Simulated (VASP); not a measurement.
# Au (Fm-3m) in VASP: a series of runs

Au is run at these levels: PBE; tasks: single point.

Program: VASP 6.6.1. These are calculated values, not measurements. Logs are shortened: lines on timing, memory, paths and dates and some standing lists are left out, and cuts for length are marked.

## Step 1: The cell of the first run

Symmetry: Fm-3m, No. 225, cubic system. The conventional cell has a = 4.158 Å, b = 4.158 Å, c = 4.158 Å, α = 90.00°, β = 90.00°, γ = 90.00°. Au (site symmetry m-3m) has 12 Au at 2.94 Å within 3.9 Å.

## Step 2: Single point, PBE

The input, INCAR:

```
PREC = Accurate ; ENCUT = 520
EDIFF = 1E-7 ; ISMEAR = 0
SIGMA = 0.15 ; LREAL = False
LASPH = True ; NELM = 60
ALGO = Normal ; ISIF = 2
LWAVE = False ; LCHARG = False
GGA = PE ; NBANDS = 12
```

The input, KPOINTS:

```
Automatic mesh
0
Gamma
  24 24 24
```

The input, POSCAR:

```
Au
1.0
    0.0000000000      2.0790388405      2.0790388405
    2.0790388405      0.0000000000      2.0790388405
    2.0790388405      2.0790388405      0.0000000000
Au
1
Direct
    0.0000000000      0.0000000000      0.0000000000
```

Potentials or basis: VASP PAW PBE potentials, release 64 (Au).

Launch:

```sh
cat potpaw_PBE.64/Au/POTCAR > POTCAR
mpirun -np 1 vasp_std > vasp.out
```

OUTCAR:

```text
PREC = Accurate
   ENCUT = 520
   EDIFF = 1E-7
   ISMEAR = 0
   LREAL = False
   LASPH = True
   NELM = 60
   ISIF = 2
   GGA = PE

 ion  position               nearest neighbor table
   1  0.000  0.000  0.000-

  LATTYP: Found a face centered cubic cell.
 ALAT       =     4.1580776810

  Lattice vectors:

 A1 = (   0.0000000000,   2.0790388405,   2.0790388405)
 A2 = (   2.0790388405,   0.0000000000,   2.0790388405)
 A3 = (   2.0790388405,   2.0790388405,   0.0000000000)

Analysis of symmetry for initial positions (statically):
=====================================================================
 Subroutine PRICEL returns:
 Original cell was already a primitive cell.

 Routine SETGRP: Setting up the symmetry group for a
 face centered cubic supercell.

 Subroutine GETGRP returns: Found 48 space group operations
 (whereof 48 operations were pure point group operations)
 out of a pool of 48 trial point group operations.

The static configuration has the point symmetry O_h .

Analysis of symmetry for dynamics (positions and initial velocities):
=====================================================================
 Subroutine PRICEL returns:
 Original cell was already a primitive cell.

 Routine SETGRP: Setting up the symmetry group for a
 face centered cubic supercell.

 Subroutine GETGRP returns: Found 48 space group operations
 (whereof 48 operations were pure point group operations)
 out of a pool of 48 trial point group operations.

The dynamic configuration has the point symmetry O_h .

 Subroutine INISYM returns: Found 48 space group operations
 (whereof 48 operations are pure point group operations),
 and found     1 'primitive' translations

----------------------------------------------------------------------------------------

                                     Primitive cell

  volume of cell :      17.9729

  direct lattice vectors                    reciprocal lattice vectors
     0.000000000  2.079038840  2.079038840    -0.240495747  0.240495747  0.240495747
     2.079038840  0.000000000  2.079038840     0.240495747 -0.240495747  0.240495747
     2.079038840  2.079038840  0.000000000     0.240495747  0.240495747 -0.240495747

  length of vectors
     2.940204925  2.940204925  2.940204925     0.416550854  0.416550854  0.416550854

  position of ions in fractional coordinates (direct lattice)
     0.000000000  0.000000000  0.000000000

  ion indices of the primitive-cell ions
   primitive index   ion index
                 1           1

----------------------------------------------------------------------------------------

 KPOINTS: Automatic mesh

Automatic generation of k-mesh.
 Grid dimensions read from file:
 generate k-points for:   24   24   24

 Generating k-lattice:

  Cartesian coordinates                     Fractional coordinates (reciprocal lattice)
    -0.010020656  0.010020656  0.010020656     0.041666667  0.000000000  0.000000000
     0.010020656 -0.010020656  0.010020656     0.000000000  0.041666667  0.000000000
     0.010020656  0.010020656 -0.010020656     0.000000000  0.000000000  0.041666667

  Length of vectors
     0.017356286  0.017356286  0.017356286

  Shift w.r.t. Gamma in fractional coordinates (k-lattice)
     0.000000000  0.000000000  0.000000000

 Subroutine IBZKPT returns following result:
 ===========================================

 Found    413 irreducible k-points:

 Following reciprocal coordinates:
            Coordinates               Weight
  0.000000  0.000000  0.000000      1.000000
  0.041667  0.000000  0.000000      8.000000
  0.083333  0.000000  0.000000      8.000000
  0.125000  0.000000  0.000000      8.000000
  0.166667  0.000000  0.000000      8.000000
  0.208333  0.000000  0.000000      8.000000
[... 16 lines left out ...]
  0.416667  0.041667  0.000000     24.000000
  0.458333  0.041667  0.000000     24.000000
 [... further k-points ...]
   k-points           NKPTS =    413   k-points in BZ     NKDIM =    413   number of bands    NBANDS=     12
   number of dos      NEDOS =    301   number of ions     NIONS =      1
   total plane-waves  NPLWV =  13824
   dimension x,y,z NGX =    24 NGY =   24 NGZ =   24
   dimension x,y,z NGXF=    48 NGYF=   48 NGZF=   48
   ions per type =               1
   NGX,Y,Z   is equivalent  to a cutoff of  13.57, 13.57, 13.57 a.u.
   NGXF,Y,Z  is equivalent  to a cutoff of  27.14, 27.14, 27.14 a.u.
 SYSTEM =  unknown system
   PREC   = accura    normal or accurate (medium, high low for compatibility)
   ISTART =      0    job   : 0-new  1-cont  2-samecut
   ICHARG =      2    charge: 1-file 2-atom 10-const
   ISPIN  =      1    spin polarized calculation?
   LNONCOLLINEAR =      F non collinear calculations
   LSORBIT =      F    spin-orbit coupling
   LASPH  =      T    aspherical Exc in radial PAW
   ENCUT  =  520.0 eV  38.22 Ry    6.18 a.u.   5.47  5.47  5.47*2*pi/ulx,y,z
   NELM   =     60;   NELMIN=  2; NELMDL= -5     # of ELM steps
   EDIFF  = 0.1E-06   stopping-criterion for ELM
   LREAL  =      F    real-space projection
   EDIFFG = 0.1E-05   stopping-criterion for IOM
   NSW    =      0    number of steps for IOM
   IBRION =     -1    ionic relax: 0-MD 1-quasi-New 2-CG
   NFREE  =      0    steps in history (QN), initial steepest desc. (CG)
   ISIF   =      2    stress and relaxation
   ISYM   =      2    0-nonsym 1-usesym 2-fastsym
   POTIM  = 0.5000    time-step for ionic-motion
   TEBEG  =    0.0;   TEEND  =   0.0 temperature during run
   PSTRESS=    0.0 pullay stress
   NELECT =      11.0000    total number of electrons
   NUPDOWN=      -1.0000    fix difference up-down
   EMIN   =  10.00;   EMAX   =-10.00  energy-range for DOS
   EFERMI =   0.00;   METHOD = LEGACY
   ISMEAR =     0;   SIGMA  =   0.15  broadening in eV -4-tet -1-fermi 0-gaus
   EFERMI_NEDOS =   21; number of points for ismear=-14 and -15
   IALGO  =     38    algorithm
   IMIX   =      4    mixing-type and parameters
     AMIX     =   0.40;   BMIX     =  1.00
     AMIX_MAG =   1.60;   BMIX_MAG =  1.00
  volume/ion in A,a.u.               =      17.97       121.29
  Fermi-wavevector in a.u.,A,eV,Ry     =   1.389952  2.626628 26.285999  1.931966
  Thomas-Fermi vector in A             =   2.513934
   LORBIT       =      0    0 simple, 1 ext, 2 COOP (PROOUT), +10 PAW based schemes
   GGA     = PE    functional components
   LHFCALC =     F    Hartree Fock is set to
   AEXX    =    0.0000 exact exchange contribution
   IVDW    =     0    specifies the selected vdW correction
   LEPSILON=     F    determine dielectric tensor
   LRPA    =     F    only Hartree local field effects (RPA)
 non-spin polarized calculation
 Gauss-broadening in eV      SIGMA  =   0.15
  energy-cutoff  :      520.00
  volume of cell :       17.97
 maximum number of plane-waves:       531
 NGX is ok and might be reduce to    24

 number of electron      11.0000001 magnetization

 Free energy of the ion-electron system (eV)
  ---------------------------------------------------
  ext. energy  EPLUGINS =         0.00000000
  ---------------------------------------------------
  free energy    TOTEN  =        -3.22295606 eV

  energy without entropy =       -3.22015141  energy(sigma->0) =       -3.22155373

 E-fermi :   8.6130     XC(G=0): -12.3999

 val. band max:        8.6078053376   @ k =   0.4583   0.3333   0.0000
 cond. band min:       8.6274211000   @ k =  -0.4583   0.0833   0.0417
 fundamental gap:      0.0196157624
 Fermi energy:         8.6130348688

 k-point     1 :       0.0000    0.0000    0.0000
  band No.  band energies     occupation
      1      -0.6937      2.00000
      2       4.1959      2.00000
      3       4.1959      2.00000
      4       4.1959      2.00000
      5       5.5741      2.00000
      6       5.5741      2.00000
      7      23.1937      0.00000
      8      26.8866      0.00000
      9      26.8866      0.00000
     10      26.8866      0.00000
     11      31.6254      0.00000
     12      35.7051      0.00000

 k-point     2 :       0.0417    0.0000    0.0000
  band No.  band energies     occupation
      1      -0.6357      2.00000
      2       4.1777      2.00000
      3       4.2155      2.00000
      4       4.2155      2.00000
      5       5.5653      2.00000
      6       5.5653      2.00000
      7      23.2582      0.00000
      8      26.4596      0.00000
      9      26.9499      0.00000
     10      26.9499      0.00000
     11      31.9889      0.00000
     12      34.8255      0.00000

 k-point     3 :       0.0833    0.0000    0.0000
  band No.  band energies     occupation
      1      -0.4640      2.00000
      2       4.1279      2.00000
      3       4.2704      2.00000
      4       4.2704      2.00000
      5       5.5434      2.00000
      6       5.5434      2.00000
      7      23.4241      0.00000
      8      25.4698      0.00000
      9      27.1324      0.00000
     10      27.1324      0.00000
     11      32.2850      0.00000
     12      34.1762      0.00000
[... 286 lines left out ...]
 k-point    23 :       0.4167    0.0417    0.0000
  band No.  band energies     occupation
      1       1.7979      2.00000
      2       4.1986      2.00000
      3       4.2702      2.00000
      4       5.8338      2.00000
      5       6.5415      2.00000
      6       6.8449      2.00000
      7      13.6343      0.00000
      8      22.9731      0.00000
      9      25.4322      0.00000
     10      25.9689      0.00000
     11      32.3045      0.00000
     12      32.3728      0.00000

 k-point    24 :       0.4583    0.0417    0.0000
  band No.  band energies     occupation
      1       1.8119      2.00000
      2       4.1563      2.00000
      3       4.2239      2.00000
      4       6.2260      2.00000
      5       6.6427      2.00000
      6       7.5438      2.00000
      7      12.3146      0.00000
      8      22.7750      0.00000
      9      25.2209      0.00000
     10      25.4464      0.00000
     11      32.5892      0.00000
     12      32.7379      0.00000

 [... further k-points ...]
[... 5 lines left out ...]
  --------------------------------------------------------------------------------------
  -------------------------------------------------------------------------------------
  Total       -0.0276021     -0.0276021     -0.0276021      0.0000000     -0.0000000     -0.0000000
  in kB       -2.4605673     -2.4605673     -2.4605673      0.0000000     -0.0000000     -0.0000000
  external PRESSURE =      -2.4605673 kB  Pullay stress =       0.0000000 kB

 VOLUME and BASIS-vectors are now :
 -----------------------------------------------------------------------------
  energy-cutoff  :      520.00
  volume of cell :       17.97
      direct lattice vectors                 reciprocal lattice vectors
     0.000000000  2.079038840  2.079038840    -0.240495747  0.240495747  0.240495747
     2.079038840  0.000000000  2.079038840     0.240495747 -0.240495747  0.240495747
     2.079038840  2.079038840  0.000000000     0.240495747  0.240495747 -0.240495747

 POSITION                                       TOTAL-FORCE (eV/Angst)
 -----------------------------------------------------------------------------------
      0.00000      0.00000      0.00000         0.000000     -0.000000     -0.000000
 -----------------------------------------------------------------------------------
    total drift:                               -0.000000      0.000000     -0.000000

  FREE ENERGIE OF THE ION-ELECTRON SYSTEM (eV)
  ---------------------------------------------------
  free  energy   TOTEN  =        -3.2229560567 eV

  energy  without entropy=       -3.2201514057  energy(sigma->0) =       -3.22155373
```

Wall time 35 s (1 thread of Intel Xeon Platinum 8488C (Sapphire Rapids), shared host); peak memory 0.21 GiB.

Results:

| Quantity | Value |
| --- | --- |
| Free energy | -3.2230 eV |
| Pressure | -0.2 GPa |
| Band gap on the k mesh | zero (an odd number of electrons rules out a gap without spin polarisation) |

Caveat: spin-orbit coupling is left out, which moves the levels of the heavy elements.

## Step 3: Single point, PBE

The input, INCAR:

```
  PREC = Accurate
  ENCUT = 520
  EDIFF = 1E-6
  ISMEAR = 0
  SIGMA = 0.15
  LREAL = F
  LASPH = T
  NELM = 80
  ALGO = Normal
  ISIF = 2
  LWAVE = F
  LCHARG = F
  GGA = PE
  NBANDS = 12
```

The input, KPOINTS:

```
regular mesh
0
Gamma
  28 28 28
```

POSCAR is that of step 2.

Potentials or basis: VASP PAW PBE potentials, release 64 (Au).

Launch:

```sh
cat potpaw_PBE.64/Au/POTCAR > POTCAR
mpirun -np 1 vasp_std > vasp.out
```

Run time: 45 s. Hardware: 1 thread of Intel Xeon Platinum 8488C (Sapphire Rapids), shared host; peak memory 0.25 GiB.

It converged, with:

```yaml
Free_energy: -3.2228 eV
Pressure: -0.3 GPa
Band_gap_on_the_k_mesh: zero (an odd number of electrons rules out a gap without spin polarisation)
```

Levels at points of the mesh, in eV from the Fermi level:
```
           k point  band 3  band 4  band 5  band 6  band 7  band 8  band 9  band 10
(0.00, 0.00, 0.00)   -4.44   -4.44   -3.06   -3.06   14.56   18.25   18.25    18.25
(0.50, 0.00, 0.00)   -4.47   -1.97   -1.97   -0.73    2.77   14.00   16.71    16.71
(0.50, 0.50, 0.00)   -2.01   -1.67   -1.67    1.15    5.33    9.84    9.84    16.62
```

Caveat: spin-orbit coupling is left out, which moves the levels of the heavy elements.

## Step 4: Single point, PBE

This run uses another cell than the first one: it holds 8 atoms, not 1.

The input, INCAR:

```
SYSTEM = Au
ALGO = Fast
EDIFF = 1E-6
ENCUT = 520
GGA = PE
ISIF = 2
ISMEAR = 0
LASPH = .TRUE.
LCHARG = .FALSE.
LREAL = .FALSE.
LWAVE = .FALSE.
NBANDS = 54
NELM = 60
PREC = Accurate
SIGMA = 0.15
```

The input, KPOINTS:

```
k-points
0
G
  12 12 12
  0 0 0
```

The input, POSCAR:

```
Au
1.0
    0.0000000000      4.1580776810     -4.1580776810
    4.1580776810      4.1580776810      0.0000000000
    4.1580776810      0.0000000000     -4.1580776810
Au
8
Direct
    0.5000000000      0.0000000000      0.5000000000
    0.5000000000      0.5000000000      0.5000000000
    0.0000000000      0.0000000000      0.5000000000
    0.0000000000      0.5000000000      0.5000000000
    0.5000000000      0.0000000000      0.0000000000
    0.5000000000      0.5000000000      0.0000000000
    0.0000000000      0.0000000000      0.0000000000
    0.0000000000      0.5000000000      0.0000000000
```

Potentials or basis: VASP PAW PBE potentials, release 64 (Au).

Launch:

```sh
cat potpaw_PBE.64/Au/POTCAR > POTCAR
mpirun -np 1 vasp_std > vasp.out
```

OUTCAR:

```text
SYSTEM = Au
   EDIFF = 1E-6
   ENCUT = 520
   GGA = PE
   ISIF = 2
   ISMEAR = 0
   LASPH = .TRUE.
   LREAL = .FALSE.
   NELM = 60
   PREC = Accurate

 ion  position               nearest neighbor table
   1  0.500  0.000  0.500-   2 2.94   3 2.94   5 2.94   5 2.94   6 2.94   7 2.94   2 2.94   4 2.94
                             6 2.94   3 2.94   4 2.94   7 2.94
   2  0.500  0.500  0.500-   1 2.94   4 2.94   6 2.94   5 2.94   6 2.94   8 2.94   1 2.94   3 2.94
                             5 2.94   3 2.94   4 2.94   8 2.94
   3  0.000  0.000  0.500-   1 2.94   4 2.94   7 2.94   5 2.94   7 2.94   8 2.94   2 2.94   4 2.94
                             8 2.94   1 2.94   2 2.94   5 2.94
[... 1599 lines left out ...]
  external PRESSURE =      -2.5219718 kB  Pullay stress =       0.0000000 kB

 VOLUME and BASIS-vectors are now :
 -----------------------------------------------------------------------------
  energy-cutoff  :      520.00
  volume of cell :      143.78
      direct lattice vectors                 reciprocal lattice vectors
     0.000000000  4.158077681 -4.158077681    -0.120247874  0.120247874 -0.120247874
     4.158077681  4.158077681  0.000000000     0.120247874  0.120247874  0.120247874
     4.158077681  0.000000000 -4.158077681     0.120247874 -0.120247874 -0.120247874

 POSITION                                       TOTAL-FORCE (eV/Angst)
 -----------------------------------------------------------------------------------
      2.07904      2.07904     -4.15808        -0.000000      0.000000      0.000000
      4.15808      4.15808     -4.15808        -0.000000     -0.000000     -0.000000
      2.07904      0.00000     -2.07904         0.000000     -0.000000     -0.000000
      4.15808      2.07904     -2.07904        -0.000000      0.000000     -0.000000
      0.00000      2.07904     -2.07904        -0.000000     -0.000000     -0.000000
      2.07904      4.15808     -2.07904         0.000000      0.000000      0.000000
      0.00000      0.00000      0.00000         0.000000     -0.000000      0.000000
      2.07904      2.07904      0.00000        -0.000000      0.000000      0.000000
 -----------------------------------------------------------------------------------
    total drift:                                0.000000      0.000000     -0.000000

  FREE ENERGIE OF THE ION-ELECTRON SYSTEM (eV)
  ---------------------------------------------------
  free  energy   TOTEN  =       -25.7839096516 eV

  energy  without entropy=      -25.7614718221  energy(sigma->0) =      -25.77269074
```

OSZICAR:

```text
N       E                     dE             d eps       ncg     rms          rms(c)
DAV:   1     0.604428919299E+03    0.60443E+03   -0.45274E+04  7792   0.158E+03
DAV:   2    -0.807655132488E+01   -0.61251E+03   -0.58674E+03  8306   0.352E+02
DAV:   3    -0.276805811659E+02   -0.19604E+02   -0.19226E+02  8718   0.595E+01
DAV:   4    -0.278828948428E+02   -0.20231E+00   -0.20208E+00  8198   0.617E+00
DAV:   5    -0.278848400773E+02   -0.19452E-02   -0.19450E-02  8420   0.653E-01    0.225E+01
RMM:   6    -0.259033326906E+02    0.19815E+01   -0.49359E+00  7776   0.105E+01    0.146E+01
RMM:   7    -0.258008045946E+02    0.10253E+00   -0.94928E-01  7847   0.421E+00    0.671E+00
RMM:   8    -0.257862312985E+02    0.14573E-01   -0.14514E-01  7842   0.180E+00    0.142E+00
RMM:   9    -0.257837000457E+02    0.25313E-02   -0.15373E-02  8047   0.544E-01    0.209E-01
RMM:  10    -0.257840262179E+02   -0.32617E-03   -0.24235E-03  8125   0.162E-01    0.248E-01
RMM:  11    -0.257839024393E+02    0.12378E-03   -0.81634E-04  8070   0.138E-01    0.251E-02
RMM:  12    -0.257839091146E+02   -0.66753E-05   -0.43634E-05  8210   0.297E-02    0.163E-02
RMM:  13    -0.257839091283E+02   -0.13697E-07   -0.11394E-05  7994   0.158E-02    0.140E-02
RMM:  14    -0.257839096516E+02   -0.52331E-06   -0.32951E-06  5166   0.844E-03
   1 F= -.25783910E+02 E0= -.25772691E+02  d E =-.224378E-01
```

Wall time 7.4 min (1 thread of Intel Xeon Platinum 8488C (Sapphire Rapids), shared host); peak memory 0.56 GiB.

Results:

```yaml
Free_energy: -25.7839 eV
Pressure: -0.3 GPa
Band_gap_on_the_k_mesh: zero (bands 44 and 45 overlap by 1.67 eV)
```

Caveat: spin-orbit coupling is left out, which moves the levels of the heavy elements.

## Step 5: Summary

```tsv
cell	k mesh	gap on the mesh (eV)	pressure (GPa)
a = 2.940 Å, angles 60.0°, 1 atom, atomic positions A	24 × 24 × 24	none	-0.2
a = 2.940 Å, angles 60.0°, 1 atom, atomic positions A	28 × 28 × 28	none	-0.3
a = 5.880 Å, angles 60.0°, 8 atoms, atomic positions B	12 × 12 × 12	none	-0.3
```

Alike in all rows: task single point; level PBE; potentials or basis VASP PAW PBE potentials, release 64 (Au); no spin polarisation; cutoff (eV) 520; smearing gaussian 0.15 eV.

Caveats: spin-orbit coupling is left out, which moves the levels of the heavy elements.

Absolute energies hang on the potentials; compare differences alone.
